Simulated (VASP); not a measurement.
# HgTe (I-4m2) in VASP: further runs, part 2 of 2

VASP 6.6.1.

### 3 Single point, LDA

INCAR reads:

```
PREC = Accurate ; ENCUT = 500
EDIFF = 1E-6 ; ISMEAR = -1
SIGMA = 0.1 ; LREAL = False
LASPH = True ; NELM = 120
ALGO = Normal ; ISIF = 2
LWAVE = False ; LCHARG = False
NBANDS = 16 ; GGA_COMPAT = False
```

KPOINTS reads:

```
Automatic mesh
0
Gamma
  6 6 6
```

POSCAR reads:

```
HgTe
1.0
   -3.0456030000      3.0456030000      1.5594100000
    3.0456030000     -3.0456030000      1.5594100000
    3.0456030000      3.0456030000     -1.5594100000
Hg Te
1 1
Direct
    0.7500000000      0.2500000000      0.5000000000
    0.0000000000      0.0000000000      0.0000000000
```

Potentials or basis: VASP PAW LDA potentials, release 64 (Hg, Te).

Started as:

```
> cat potpaw_LDA.64/Hg/POTCAR potpaw_LDA.64/Te/POTCAR > POTCAR
> mpirun -np 1 vasp_std > vasp.out
```

OUTCAR:

```text
PREC = Accurate
   ENCUT = 500
   EDIFF = 1E-6
   ISMEAR = -1
   LREAL = False
   LASPH = True
   NELM = 120
   ISIF = 2

 ion  position               nearest neighbor table
   1  0.750  0.250  0.500-   2 3.14   2 3.14   2 3.14   2 3.14
   2  0.000  0.000  0.000-   1 3.14   1 3.14   1 3.14   1 3.14

  LATTYP: Found a body centered tetragonal cell.
 ALAT       =     6.0912060000
 C/A-ratio  =     0.5120201156

  Lattice vectors:

 A1 = (  -3.0456030000,   3.0456030000,   1.5594100000)
 A2 = (   3.0456030000,  -3.0456030000,   1.5594100000)
 A3 = (   3.0456030000,   3.0456030000,  -1.5594100000)

Analysis of symmetry for initial positions (statically):
=====================================================================
 Subroutine PRICEL returns:
 Original cell was already a primitive cell.

 Routine SETGRP: Setting up the symmetry group for a
 body centered tetragonal supercell.

 Subroutine GETGRP returns: Found  8 space group operations
 (whereof  8 operations were pure point group operations)
 out of a pool of 16 trial point group operations.

The static configuration has the point symmetry D_2d.

Analysis of symmetry for dynamics (positions and initial velocities):
=====================================================================
 Subroutine PRICEL returns:
 Original cell was already a primitive cell.

 Routine SETGRP: Setting up the symmetry group for a
 body centered tetragonal supercell.

 Subroutine GETGRP returns: Found  8 space group operations
 (whereof  8 operations were pure point group operations)
 out of a pool of 16 trial point group operations.

The dynamic configuration has the point symmetry D_2d.

 Subroutine INISYM returns: Found  8 space group operations
 (whereof  8 operations are pure point group operations),
 and found     1 'primitive' translations

----------------------------------------------------------------------------------------

                                     Primitive cell

  volume of cell :      57.8585

  direct lattice vectors                    reciprocal lattice vectors
    -3.045603000  3.045603000  1.559410000     0.000000000  0.164171102  0.320634086
     3.045603000 -3.045603000  1.559410000     0.164171102  0.000000000  0.320634086
     3.045603000  3.045603000 -1.559410000     0.164171102  0.164171102  0.000000000

  length of vectors
     4.580737366  4.580737366  4.580737366     0.360219888  0.360219888  0.232172999

  position of ions in fractional coordinates (direct lattice)
     0.750000000  0.250000000  0.500000000
     0.000000000  0.000000000  0.000000000

  ion indices of the primitive-cell ions
   primitive index   ion index
                 1           1
                 2           2

----------------------------------------------------------------------------------------

 KPOINTS: Automatic mesh

Automatic generation of k-mesh.
 Grid dimensions read from file:
 generate k-points for:    6    6    6

 Generating k-lattice:

  Cartesian coordinates                     Fractional coordinates (reciprocal lattice)
     0.000000000  0.027361850  0.053439014     0.166666667  0.000000000  0.000000000
     0.027361850  0.000000000  0.053439014     0.000000000  0.166666667  0.000000000
     0.027361850  0.027361850  0.000000000     0.000000000  0.000000000  0.166666667

  Length of vectors
     0.060036648  0.060036648  0.038695500

  Shift w.r.t. Gamma in fractional coordinates (k-lattice)
     0.000000000  0.000000000  0.000000000

 Subroutine IBZKPT returns following result:
 ===========================================

 Found     30 irreducible k-points:

 Following reciprocal coordinates:
            Coordinates               Weight
  0.000000  0.000000  0.000000      1.000000
  0.166667  0.000000  0.000000      8.000000
  0.333333  0.000000  0.000000      8.000000
  0.500000  0.000000  0.000000      4.000000
  0.166667  0.166667  0.000000      8.000000
  0.333333  0.166667  0.000000     16.000000
[... 16 lines left out ...]
 -0.333333 -0.333333  0.166667      8.000000
 -0.166667 -0.333333  0.166667      8.000000
 [... further k-points ...]
   k-points           NKPTS =     30   k-points in BZ     NKDIM =     30   number of bands    NBANDS=     16
   number of dos      NEDOS =    301   number of ions     NIONS =      2
   total plane-waves  NPLWV =  46656
   dimension x,y,z NGX =    36 NGY =   36 NGZ =   36
   dimension x,y,z NGXF=    72 NGYF=   72 NGZF=   72
   ions per type =               1   1
   NGX,Y,Z   is equivalent  to a cutoff of  13.07, 13.07, 13.07 a.u.
   NGXF,Y,Z  is equivalent  to a cutoff of  26.13, 26.13, 26.13 a.u.
 SYSTEM =  unknown system
   PREC   = accura    normal or accurate (medium, high low for compatibility)
   ISTART =      0    job   : 0-new  1-cont  2-samecut
   ICHARG =      2    charge: 1-file 2-atom 10-const
   ISPIN  =      1    spin polarized calculation?
   LNONCOLLINEAR =      F non collinear calculations
   LSORBIT =      F    spin-orbit coupling
   LASPH  =      T    aspherical Exc in radial PAW
   ENCUT  =  500.0 eV  36.75 Ry    6.06 a.u.   8.35  8.35  8.35*2*pi/ulx,y,z
   NELM   =    120;   NELMIN=  2; NELMDL= -5     # of ELM steps
   EDIFF  = 0.1E-05   stopping-criterion for ELM
   LREAL  =      F    real-space projection
   EDIFFG = 0.1E-04   stopping-criterion for IOM
   NSW    =      0    number of steps for IOM
   IBRION =     -1    ionic relax: 0-MD 1-quasi-New 2-CG
   NFREE  =      0    steps in history (QN), initial steepest desc. (CG)
   ISIF   =      2    stress and relaxation
   ISYM   =      2    0-nonsym 1-usesym 2-fastsym
   POTIM  = 0.5000    time-step for ionic-motion
   TEBEG  =    0.0;   TEEND  =   0.0 temperature during run
   PSTRESS=    0.0 pullay stress
   NELECT =      18.0000    total number of electrons
   NUPDOWN=      -1.0000    fix difference up-down
   EMIN   =  10.00;   EMAX   =-10.00  energy-range for DOS
   EFERMI =   0.00;   METHOD = LEGACY
   ISMEAR =    -1;   SIGMA  =   0.10  broadening in eV -4-tet -1-fermi 0-gaus
   EFERMI_NEDOS =   21; number of points for ismear=-14 and -15
   IALGO  =     38    algorithm
   IMIX   =      4    mixing-type and parameters
     AMIX     =   0.40;   BMIX     =  1.00
     AMIX_MAG =   1.60;   BMIX_MAG =  1.00
  volume/ion in A,a.u.               =      28.93       195.22
  Fermi-wavevector in a.u.,A,eV,Ry     =   1.109286  2.096246 16.742166  1.230515
  Thomas-Fermi vector in A             =   2.245823
   LORBIT       =      0    0 simple, 1 ext, 2 COOP (PROOUT), +10 PAW based schemes
   GGA     = CA    functional components
   LHFCALC =     F    Hartree Fock is set to
   AEXX    =    0.0000 exact exchange contribution
   IVDW    =     0    specifies the selected vdW correction
   LEPSILON=     F    determine dielectric tensor
   LRPA    =     F    only Hartree local field effects (RPA)
 non-spin polarized calculation
  energy-cutoff  :      500.00
  volume of cell :       57.86
 maximum number of plane-waves:      1501
 NGX is ok and might be reduce to    36
   NGX = 17   NGY = 17   NGZ = 17

 number of electron      18.0000002 magnetization

 Free energy of the ion-electron system (eV)
  ---------------------------------------------------
  ext. energy  EPLUGINS =         0.00000000
  ---------------------------------------------------
  free energy    TOTEN  =        -4.61638893 eV

  energy without entropy =       -4.55795032  energy(sigma->0) =       -4.58716962

 E-fermi :   4.4019     XC(G=0): -10.0938

 val. band max:        4.3732190300   @ k =  -0.1667   0.3333   0.1667
 cond. band min:       4.4150058818   @ k =  -0.3333   0.5000   0.3333
 fundamental gap:      0.0417868518
 Fermi energy:         4.4019455326

 k-point     1 :       0.0000    0.0000    0.0000
  band No.  band energies     occupation
      1      -8.3260      2.00000
      2      -3.0578      2.00000
      3      -2.3654      2.00000
      4      -2.2901      2.00000
      5      -1.8377      2.00000
      6      -1.8377      2.00000
[... 8 lines left out ...]
     15      14.2930      0.00000
     16      15.3421      0.00000
[... 419 lines left out ...]
 k-point    24 :      -0.1667   -0.3333    0.1667
  band No.  band energies     occupation
      1      -5.9287      2.00000
      2      -2.6465      2.00000
      3      -2.6297      2.00000
      4      -2.3546      2.00000
      5      -2.0864      2.00000
      6      -1.5710      2.00000
[... 8 lines left out ...]
     15      14.4877      0.00000
     16      15.9907      0.00000

 [... further k-points ...]

------------------------ aborting loop because EDIFF is reached ----------------------------------------

  FORCE on cell =-STRESS in cart. coord.  units (eV):
  Direction    XX          YY          ZZ          XY          YZ          ZX
  --------------------------------------------------------------------------------------
  -------------------------------------------------------------------------------------
  Total       -1.6080293     -1.6080293     -1.6751360      0.0000000     -0.0000000      0.0000000
  in kB      -44.5284573    -44.5284573    -46.3867307      0.0000000     -0.0000000      0.0000000
  external PRESSURE =     -45.1478818 kB  Pullay stress =       0.0000000 kB

 VOLUME and BASIS-vectors are now :
 -----------------------------------------------------------------------------
  energy-cutoff  :      500.00
  volume of cell :       57.86
      direct lattice vectors                 reciprocal lattice vectors
    -3.045603000  3.045603000  1.559410000     0.000000000  0.164171102  0.320634086
     3.045603000 -3.045603000  1.559410000     0.164171102  0.000000000  0.320634086
     3.045603000  3.045603000 -1.559410000     0.164171102  0.164171102  0.000000000

 POSITION                                       TOTAL-FORCE (eV/Angst)
 -----------------------------------------------------------------------------------
      0.00000      3.04560      0.77970         0.000000     -0.000000     -0.000000
      0.00000      0.00000      0.00000        -0.000000      0.000000      0.000000
 -----------------------------------------------------------------------------------
    total drift:                               -0.000000      0.000000     -0.000000

  FREE ENERGIE OF THE ION-ELECTRON SYSTEM (eV)
  ---------------------------------------------------
  free  energy   TOTEN  =        -4.6163889266 eV

  energy  without entropy=       -4.5579503194  energy(sigma->0) =       -4.58716962
```

OSZICAR:

```text
N       E                     dE             d eps       ncg     rms          rms(c)
DAV:   1     0.952737448355E+02    0.95274E+02   -0.75659E+03   960   0.938E+02
DAV:   2    -0.178326307674E+01   -0.97057E+02   -0.89519E+02  1136   0.225E+02
DAV:   3    -0.473047108555E+01   -0.29472E+01   -0.29333E+01  1216   0.389E+01
DAV:   4    -0.474393086225E+01   -0.13460E-01   -0.13459E-01  1216   0.289E+00
DAV:   5    -0.474409898316E+01   -0.16812E-03   -0.16812E-03  1272   0.328E-01    0.691E+00
DAV:   6    -0.462796339361E+01    0.11614E+00   -0.27302E-01  1128   0.628E+00    0.470E+00
DAV:   7    -0.461801094489E+01    0.99524E-02   -0.31510E-02  1032   0.123E+00    0.180E+00
DAV:   8    -0.461645762349E+01    0.15533E-02   -0.28564E-03  1256   0.358E-01    0.222E-01
DAV:   9    -0.461640271068E+01    0.54913E-04   -0.17618E-04  1104   0.869E-02    0.738E-02
DAV:  10    -0.461638847806E+01    0.14233E-04   -0.48168E-05  1248   0.550E-02    0.268E-02
DAV:  11    -0.461638892658E+01   -0.44852E-06   -0.36640E-06  1136   0.155E-02
   1 F= -.46163889E+01 E0= -.45871696E+01  d E =-.584386E-01
```

stdout:

```text
POSCAR found type information on POSCAR HgTe
 POSCAR found :  2 types and       2 ions
 scaLAPACK will be used
 LDA part: xc-table for (Slater(with rela. corr.)+CA(PZ))
 , standard interpolation
 POSCAR, INCAR and KPOINTS ok, starting setup
 FFT: planning ... GRIDC
 FFT: planning ... GRID_SOFT
 FFT: planning ... GRID
 WAVECAR not read
 entering main loop
```

It took 14 s on 1 thread of Intel Xeon 6975P-C (Granite Rapids), shared host; peak memory 0.18 GiB.

What came out:

| Property | Result |
| --- | --- |
| Free energy | -4.6164 eV |
| Pressure | -4.5 GPa |
| Band gap on the k mesh | zero (bands 9 and 10 overlap by 3.84 eV) |

Levels at points of the mesh, in eV from the Fermi level:
```csv
k point,band 7,band 8,band 9,band 10,band 11,band 12
"(0.00, 0.00, 0.00)",-3.64,-2.63,-2.63,3.10,4.46,6.69
"(0.50, 0.00, 0.00)",-4.77,-2.11,-1.27,-0.30,3.02,3.60
"(0.50, 0.50, 0.00)",-6.17,-1.09,1.29,1.76,2.59,3.19
"(0.50, 0.50, 0.50)",-4.52,-4.50,-4.50,2.79,7.05,7.77
```

Caveat: the k points lie up to 0.38 Å⁻¹ apart, too coarse for converged energies and pressures of a metal; spin-orbit coupling is left out, which moves the levels of the heavy elements.
